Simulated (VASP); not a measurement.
Write the native input for VASP 6.6.1 that does the following.

| Item | Value |
| --- | --- |
| Task | single point |
| Functional | PBE |
| Potentials or basis | VASP PAW PBE potentials, release 64 (Pd, Cl) |
| Cutoff | 520 eV |
| k mesh | 10 × 10 × 1 |
| Occupations | gaussian, width 0.1 eV |
| Spin | no spin polarisation |
| Dipole correction | yes |
| Further INCAR settings | ALGO = Normal; EDIFF = 1e-06; NBANDS = 26 |

The structure of Pd3Cl lies in POSCAR:

```
Pd3Cl
1.0
    2.7875943942      0.0000000000      0.0000000000
    0.0000000000      2.7875943942      0.0000000000
    0.0000000000      0.0000000000     19.3873314569
Pd Cl
3 1
Direct
    0.5000000000      0.5000000000      0.2063202978
    0.0000000000      0.0000000000      0.3065748042
    0.5000000000      0.5000000000      0.4068291438
    0.5000000000      1.0000000000      0.5090371844
```

One way to write it, as run:

INCAR

```
ALGO     = Normal         # electronic algorithm
DIPOL    = 0.5 0.5 0.357
EDIFF    = 1E-6           # SCF threshold, eV
ENCUT    = 520            # plane-wave cutoff, eV
GGA      = PE             # functional
IDIPOL   = 3            
ISIF     = 2              # what is computed and relaxed
ISMEAR   = 0              # smearing method
LASPH    = True           # aspherical terms in the spheres
LCHARG   = False          # write CHGCAR
LDIPOL   = True         
LREAL    = False          # projectors in reciprocal space
LWAVE    = False          # write WAVECAR
NBANDS   = 26             # bands
NELM     = 60             # most SCF steps
PREC     = Accurate       # precision mode
SIGMA    = 0.1            # smearing width, eV
```

KPOINTS

```
k-points
0
Gamma
  10 10 1
```

Potentials or basis: VASP PAW PBE potentials, release 64 (Pd, Cl).

Run with:

```sh
$ cat potpaw_PBE.64/Pd/POTCAR potpaw_PBE.64/Cl/POTCAR > POTCAR
$ mpirun -np 1 vasp_std > vasp.out
```

Results of the run:

* Largest force: 0.164 eV/Å
* Band gap on the k mesh: zero (an odd number of electrons rules out a gap without spin polarisation)

Wall time 2.5 min on 1 thread of AMD EPYC 9R45 96-Core Processor (Zen 5), on a shared host, peak memory 0.3 GiB.
